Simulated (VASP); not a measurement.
# Sb in VASP: notebook, part 2 of 2

VASP 6.6.1.

## (4) Single point, PBEsol (atoms moved at random)

File INCAR:

```
SYSTEM = Sb
PREC     = Accurate       ! precision mode
ENCUT    = 520            ! plane-wave cutoff, eV
EDIFF    = 1E-6           ! SCF threshold, eV
ISMEAR   = -1             ! smearing method
SIGMA    = 0.05           ! smearing width, eV
LREAL    = .FALSE.        ! projectors in reciprocal space
LASPH    = .TRUE.         ! aspherical terms in the spheres
NELM     = 100            ! most SCF steps
ALGO     = Normal         ! electronic algorithm
ISIF     = 2              ! what is computed and relaxed
LWAVE    = .FALSE.        ! write WAVECAR
LCHARG   = .FALSE.        ! write CHGCAR
GGA      = PS             ! functional
NBANDS   = 18             ! bands
```

File KPOINTS:

```
regular mesh
0
G
  7 7 7
  0 0 0
```

File POSCAR:

```
Sb
1.0
   -4.0300106443      4.0300106443      2.0254867038
    4.0300106443     -4.0300106443      2.0254867038
    4.0300106443      4.0300106443     -2.0254867038
Sb
4
Direct
    0.6472410000      0.1486930000      0.8082950000
    0.1448940000      0.3458360000      0.4957410000
    0.3475800000      0.8502440000      0.1955210000
    0.8504480000      0.6478550000      0.4985030000
```

Potentials or basis: VASP PAW PBE potentials, release 64 (Sb).

Command:

```bash
$ cat potpaw_PBE.64/Sb/POTCAR > POTCAR
$ mpirun -np 1 vasp_std > vasp.out
```

OUTCAR:

```text
SYSTEM = Sb
   PREC = Accurate
   ENCUT = 520
   EDIFF = 1E-6
   ISMEAR = -1
   LREAL = .FALSE.
   LASPH = .TRUE.
   NELM = 100
   ISIF = 2
   GGA = PS

 ion  position               nearest neighbor table
   1  0.647  0.149  0.808-   3 2.98   3 3.02   4 3.16   2 3.19   4 3.19   2 3.20   3 3.49
   2  0.145  0.346  0.496-   4 3.06   4 3.07   3 3.15   3 3.17   1 3.19   1 3.20   4 3.40
   3  0.348  0.850  0.196-   1 2.98   1 3.02   4 3.14   4 3.15   2 3.15   2 3.17   1 3.49
   4  0.850  0.648  0.499-   2 3.06   2 3.07   3 3.14   3 3.15   1 3.16   1 3.19   2 3.40

  LATTYP: Found a body centered tetragonal cell.
 ALAT       =     8.0600212886
 C/A-ratio  =     0.5026008322

  Lattice vectors:

 A1 = (  -4.0300106443,   4.0300106443,   2.0254867038)
 A2 = (   4.0300106443,  -4.0300106443,   2.0254867038)
 A3 = (   4.0300106443,   4.0300106443,  -2.0254867038)

Analysis of symmetry for initial positions (statically):
=====================================================================
 Subroutine PRICEL returns:
 Original cell was already a primitive cell.

 Routine SETGRP: Setting up the symmetry group for a
 body centered tetragonal supercell.

 Subroutine GETGRP returns: Found  1 space group operations
 (whereof  1 operations were pure point group operations)
 out of a pool of 16 trial point group operations.

The static configuration has the point symmetry C_1 .

Analysis of symmetry for dynamics (positions and initial velocities):
=====================================================================
 Subroutine PRICEL returns:
 Original cell was already a primitive cell.

 Routine SETGRP: Setting up the symmetry group for a
 body centered tetragonal supercell.

 Subroutine GETGRP returns: Found  1 space group operations
 (whereof  1 operations were pure point group operations)
 out of a pool of 16 trial point group operations.

The dynamic configuration has the point symmetry C_1 .

[... 115 lines left out ...]
   EMIN   =  10.00;   EMAX   =-10.00  energy-range for DOS
   EFERMI =   0.00;   METHOD = LEGACY
   ISMEAR =    -1;   SIGMA  =   0.05  broadening in eV -4-tet -1-fermi 0-gaus
   EFERMI_NEDOS =   21; number of points for ismear=-14 and -15
   IALGO  =     38    algorithm
   IMIX   =      4    mixing-type and parameters
     AMIX     =   0.40;   BMIX     =  1.00
     AMIX_MAG =   1.60;   BMIX_MAG =  1.00
  volume/ion in A,a.u.               =      32.90       221.99
  Fermi-wavevector in a.u.,A,eV,Ry     =   0.873677  1.651010 10.385484  0.763312
  Thomas-Fermi vector in A             =   1.993101
   LORBIT       =      0    0 simple, 1 ext, 2 COOP (PROOUT), +10 PAW based schemes
   GGA     = PS    functional components
   LHFCALC =     F    Hartree Fock is set to
   AEXX    =    0.0000 exact exchange contribution
   IVDW    =     0    specifies the selected vdW correction
   LEPSILON=     F    determine dielectric tensor
   LRPA    =     F    only Hartree local field effects (RPA)
 non-spin polarized calculation
  energy-cutoff  :      520.00
  volume of cell :      131.58
 maximum number of plane-waves:      3571
 NGX is ok and might be reduce to    48

 number of electron      20.0000000 magnetization

 Free energy of the ion-electron system (eV)
  ---------------------------------------------------
  ext. energy  EPLUGINS =         0.00000000
  ---------------------------------------------------
  free energy    TOTEN  =       -17.16929016 eV

  energy without entropy =      -17.14399504  energy(sigma->0) =      -17.15664260

 E-fermi :   5.9695     XC(G=0):  -9.1210

 val. band max:        5.9667120534   @ k =   0.1429  -0.1429  -0.2857
 cond. band min:       5.9726195662   @ k =   0.0000   0.2857  -0.4286
 fundamental gap:      0.0059075127
 Fermi energy:         5.9694694031

 k-point     1 :       0.0000    0.0000    0.0000
  band No.  band energies     occupation
      1      -6.5548      2.00000
      2      -3.1791      2.00000
      3      -1.9805      2.00000
      4      -1.9404      2.00000
      5       1.1634      2.00000
      6       4.4040      2.00000
[... 481 lines left out ...]
      5       0.9303      2.00000
      6       1.3677      2.00000
[... 10 lines left out ...]
     17      11.6247      0.00000
     18      12.0429      0.00000

 [... further k-points ...]
[... 5 lines left out ...]
  --------------------------------------------------------------------------------------
  -------------------------------------------------------------------------------------
  Total       -0.5721810     -0.5714878     -0.3912341      0.2695808     -0.1679247     -0.0949693
  in kB       -6.9669431     -6.9585021     -4.7637126      3.2824472     -2.0446711     -1.1563579
  external PRESSURE =      -6.2297193 kB  Pullay stress =       0.0000000 kB

 VOLUME and BASIS-vectors are now :
 -----------------------------------------------------------------------------
  energy-cutoff  :      520.00
  volume of cell :      131.58
      direct lattice vectors                 reciprocal lattice vectors
    -4.030010644  4.030010644  2.025486704     0.000000000  0.124069151  0.246854249
     4.030010644 -4.030010644  2.025486704     0.124069151  0.000000000  0.246854249
     4.030010644  4.030010644 -2.025486704     0.124069151  0.124069151  0.000000000

 POSITION                                       TOTAL-FORCE (eV/Angst)
 -----------------------------------------------------------------------------------
      1.24828      5.26659     -0.02504        -0.182610     -0.135253      0.048662
      2.80764      1.18804     -0.01015         0.034398      0.061816      0.000295
      2.81369     -1.23779      2.03015         0.046629      0.097896     -0.038693
      1.19252      2.82542      2.02508         0.101583     -0.024459     -0.010263
 -----------------------------------------------------------------------------------
    total drift:                                0.000022      0.000073      0.000002

  FREE ENERGIE OF THE ION-ELECTRON SYSTEM (eV)
  ---------------------------------------------------
  free  energy   TOTEN  =       -17.1692901584 eV

  energy  without entropy=      -17.1439950433  energy(sigma->0) =      -17.15664260
```

OSZICAR:

```text
N       E                     dE             d eps       ncg     rms          rms(c)
DAV:   1     0.881386919595E+02    0.88139E+02   -0.66930E+03  6192   0.870E+02
DAV:   2    -0.108868416607E+02   -0.99026E+02   -0.95526E+02  7910   0.148E+02
DAV:   3    -0.171327274710E+02   -0.62459E+01   -0.61427E+01  8034   0.408E+01
DAV:   4    -0.172205831219E+02   -0.87856E-01   -0.87617E-01  7316   0.531E+00
DAV:   5    -0.172225672671E+02   -0.19841E-02   -0.19841E-02  8552   0.890E-01    0.367E+00
DAV:   6    -0.171831081756E+02    0.39459E-01   -0.35043E-02  7000   0.804E-01    0.216E+00
DAV:   7    -0.171686218720E+02    0.14486E-01   -0.43400E-02  7190   0.889E-01    0.145E-01
DAV:   8    -0.171689615474E+02   -0.33968E-03   -0.45010E-03  6590   0.357E-01    0.551E-02
DAV:   9    -0.171691724769E+02   -0.21093E-03   -0.37291E-04  7186   0.102E-01    0.382E-02
DAV:  10    -0.171692697011E+02   -0.97224E-04   -0.94553E-05  6846   0.427E-02    0.716E-03
DAV:  11    -0.171692866268E+02   -0.16926E-04   -0.16223E-05  7318   0.173E-02    0.438E-03
DAV:  12    -0.171692900566E+02   -0.34299E-05   -0.55413E-06  6674   0.974E-03    0.102E-03
DAV:  13    -0.171692901584E+02   -0.10180E-06   -0.26516E-07  5504   0.250E-03
   1 F= -.17169290E+02 E0= -.17156643E+02  d E =-.252951E-01
```

It took 5.4 min on 1 thread of Intel Xeon 6975P-C (Granite Rapids), shared host; peak memory 0.52 GiB.

Results:

```yaml
Free_energy: -17.1693 eV
Pressure: -0.6 GPa
Largest_force: 0.232 eV/Å
Band_gap_on_the_k_mesh: zero (band 10 reaches 6.59 eV, above the bottom of band 11 at 5.16 eV)
```

Forces on the atoms (eV/Å):
```
Sb  -0.183 -0.135  0.049
Sb   0.034  0.062  0.000
Sb   0.047  0.098 -0.039
Sb   0.102 -0.024 -0.010
```

Levels at points of the mesh, in eV from the Fermi level:
| k point | band 7 | band 8 | band 9 | band 10 | band 11 | band 12 | band 13 | band 14 |
| --- | --- | --- | --- | --- | --- | --- | --- | --- |
| (0.00, 0.00, 0.00) | -1.17 | -1.11 | -1.09 | -0.99 | -0.81 | -0.38 | 2.54 | 2.65 |

Caveat: the cell differs from its parent crystal (atoms moved at random); the PAW data sets were made with another functional, which shifts forces and pressure a little; spin-orbit coupling is left out, which moves the levels of the heavy elements.

## (5) Single point, PBEsol

This run uses another cell than the first one, of 32.90 Å³/atom, 1.020 times its volume.

File INCAR:

```
PREC     = Accurate       # precision mode
ENCUT    = 520            # plane-wave cutoff, eV
EDIFF    = 1E-7           # SCF threshold, eV
ISMEAR   = -1             # smearing method
SIGMA    = 0.05           # smearing width, eV
LREAL    = False          # projectors in reciprocal space
LASPH    = True           # aspherical terms in the spheres
NELM     = 60             # most SCF steps
ALGO     = Normal         # electronic algorithm
ISIF     = 2              # what is computed and relaxed
LWAVE    = False          # write WAVECAR
LCHARG   = False          # write CHGCAR
GGA      = PS             # functional
NBANDS   = 18             # bands
```

File KPOINTS:

```
Automatic mesh
0
Gamma
  7 7 7
```

File POSCAR:

```
Sb
1.0
   -4.0300106443      4.0300106443      2.0254867038
    4.0300106443     -4.0300106443      2.0254867038
    4.0300106443      4.0300106443     -2.0254867038
Sb
4
Direct
    0.6512630600      0.1512630600      0.8025261200
    0.1512630600      0.3487369400      0.5000000000
    0.3487369400      0.8487369400      0.1974738800
    0.8487369400      0.6512630600      0.5000000000
```

Command:

```bash
$ cat potpaw_PBE.64/Sb/POTCAR > POTCAR
$ mpirun -np 1 vasp_std > vasp.out
```

It took 3.6 min on 1 thread of Intel Xeon 8259CL, shared host; peak memory 0.33 GiB.

The run converged. Its results:

| Property | Result |
| --- | --- |
| Free energy | -17.1770 eV |
| Pressure | -0.7 GPa |
| Largest force | 0.053 eV/Å |
| Band gap on the k mesh | zero (band 10 reaches 6.57 eV, above the bottom of band 11 at 5.03 eV) |

Forces in eV/Å, atoms in the order of the input:
```
Sb  -0.037 -0.037  0.000
Sb   0.037 -0.037  0.000
Sb   0.037  0.037  0.000
Sb  -0.037  0.037  0.000
```

Stress tensor (GPa, compression positive):
```
-0.75  0.00  0.00
 0.00 -0.75  0.00
 0.00  0.00 -0.54
```

Levels at points of the mesh, in eV from the Fermi level:
```tsv
k point	band 7	band 8	band 9	band 10	band 11	band 12	band 13	band 14
(0.00, 0.00, 0.00)	-1.13	-1.13	-1.02	-0.93	-0.93	-0.38	2.60	2.60
```

Caveat: the PAW data sets were made with another functional, which shifts forces and pressure a little; spin-orbit coupling is left out, which moves the levels of the heavy elements.

## (6) Overview

```csv
cell,gap on the mesh (eV),pressure (GPa),largest force (eV/Å)
"a = 6.008 Å, angles 96.4, 96.4, 140.9°, 4 atoms",none,0.4,0.02
"a = 6.089 Å, angles 96.4, 96.4, 140.9°, 4 atoms",none,-1.6,0.08
"a = 6.049 Å, angles 96.4, 96.4, 140.9°, 4 atoms",none,-0.7,0.05
```

Some of these runs hold the atoms at other places in the same cell, which the table doesn't show; runs alike in all that it shows share one row.

Alike in all rows: task single point; level PBEsol; potentials or basis VASP PAW PBE potentials, release 64 (Sb); no spin polarisation; k mesh 7 × 7 × 7; cutoff (eV) 520; smearing fermi-dirac 0.05 eV.

Caveats: the PAW data sets were made with another functional, which shifts forces and pressure a little; spin-orbit coupling is left out, which moves the levels of the heavy elements.

Absolute energies hang on the potentials; compare differences alone.
